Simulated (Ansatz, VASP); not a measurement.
# One calculation of Ta, two programs

File INCAR:

```
PREC = Accurate
ENCUT = 400
EDIFF = 1E-6
ISMEAR = 1
SIGMA = 0.1
LREAL = False
LASPH = True
NELM = 120
ALGO = Normal
ISIF = 2
LWAVE = False
LCHARG = True
LDIPOL = True
IDIPOL = 3
DIPOL = 0.5 0.5 0.289
GGA = PE
LELF = True
LVHAR = True
LVACPOTAV = True
NBANDS = 30
GGA_COMPAT = False
NELMDL = -8
```

KPOINTS

```
regular mesh
0
Gamma
  12 12 1
```

File POSCAR:

```
Ta
1.0
    2.8742890897      0.0000000043      0.0000000000
   -0.9580963254      2.7099057553      0.0000000000
    0.0000000000      0.0000000000     32.6133675459
Ta
4
Direct
    0.0000000000      0.0000000000      0.1839736418
    0.4992234397      0.5007765603      0.2527610176
   -0.0018926754      0.0018926754      0.3244123966
    0.4975586904      0.5024413096      0.3963029514
```

Input for Ansatz:

```yaml
crystal:
  lattice:
    - [2.8742890897, 4.3e-09, 0.0]
    - [-0.9580963254, 2.7099057553, 0.0]
    - [0.0, 0.0, 32.6133675459]
  atoms:
    - { symbol: Ta, position: [0.0, 0.0, 0.1839736418] }
    - { symbol: Ta, position: [0.4992234397, 0.5007765603, 0.2527610176] }
    - { symbol: Ta, position: [-0.0018926754, 0.0018926754, 0.3244123966] }
    - { symbol: Ta, position: [0.4975586904, 0.5024413096, 0.3963029514] }
basis:
  ecutwfc: 420
kpoints:
  mp_grid: { grid: [12, 12, 1] }
hamiltonian:
  xc: pbe
  pseudopotentials: { kind: paw, azcp: { folder: soft_1 } }
scf:
  occupations: { method: methfessel_paxton, width: 0.1 }
  n_extra_bands: 7
  max_iter: 160
output:
  forces: true
  eigenvalues: true
  write_density: true
  write_potential: true
  elf: true
  volumetric_format: npy
efield:
  axis: 3
  dipole_correction: true
```

Alike in both runs: task single point; functional PBE; k mesh 12 × 12 × 1; occupations methfessel-paxton of order 1, width 0.1 eV; no spin polarisation.

|  | VASP | Ansatz |
| --- | --- | --- |
| version | VASP 6.6.1 | Ansatz 0.2.0 |
| potentials or method | VASP PAW PBE potentials, release 64 (Ta_pv), cutoff 400 eV | scalar-relativistic, plane waves, PAW |
| valence electrons in the cell | 44 | 52 |

```tsv
	VASP	Ansatz	Ansatz less VASP
gap on the k mesh at the Fermi level (eV)	none	none	-
rms of the force components (eV/Å)	0.211	0.210	-0.0008
```

Atom by atom the forces differ by 0.003 eV/Å (rms over components). A gap of «none» marks a metal or a gap that the smearing closes. With one functional, cell and mesh, what is left measures potentials, basis and numerics. VASP's potentials hold 44 valence electrons a cell and Ansatz's 52, so a difference there can come from the potentials and not from the codes. Ansatz's warnings: xc potential rough in thin density.

Spin-orbit coupling is off throughout.
